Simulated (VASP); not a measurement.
A run of VASP 6.6.1 is set up as follows.

The input INCAR:

```
PREC = Accurate
ENCUT = 600
EDIFF = 1E-6
ISMEAR = -1
SIGMA = 0.08
LREAL = F
LASPH = T
NELM = 80
ALGO = Normal
ISIF = 3
LWAVE = F
LCHARG = F
GGA = PS
IBRION = 2
NSW = 100
EDIFFG = -0.002
PSTRESS = 150.0
```

The input KPOINTS:

```
Automatic mesh
0
Gamma
  16 16 16
```

The input POSCAR:

```
AlRu
1.0
    2.9768317452      0.0000000000      0.0000000000
    0.0000000000      2.9768317452      0.0000000000
    0.0000000000      0.0000000000      2.9768317452
Al Ru
1 1
Direct
    0.0000000000      0.0000000000      0.0000000000
    0.5000000000      0.5000000000      0.5000000000
```

Potentials or basis: VASP PAW PBE potentials, release 64 (Al, Ru_pv).

Command:

```console
$ cat potpaw_PBE.64/Al/POTCAR potpaw_PBE.64/Ru_pv/POTCAR > POTCAR
$ mpirun -np 1 vasp_std > vasp.out
```

Q: What does it give for the space group after relaxing (to 0.05 Å)?

A: Pm-3m (No. 221).

Q: Estimate the relaxed volume.

A: 12.43 Å³/atom.

Q: Estimate the relaxed cell.

A: a = 2.918 Å, b = 2.918 Å, c = 2.918 Å, α = 90.00°, β = 90.00°, γ = 90.00°.

Step by step:
```csv
step,energy change (eV),largest force (eV/Å),pressure (GPa),volume (Å³)
1,0.0000,0.0000,0.04,26.38
2,0.7089,0.0000,60.36,21.95
3,0.0621,0.0000,14.27,24.91
4,0.0672,0.0000,14.93,24.86
5,0.0700,0.0000,15.26,24.83
6,0.0641,0.0000,14.52,24.89
7,0.0679,0.0000,15.01,24.85
```

Caveat: the cell is relaxed towards a set pressure, so the enthalpy falls and the energy may rise; the PAW data sets were made with another functional, which shifts forces and pressure a little.
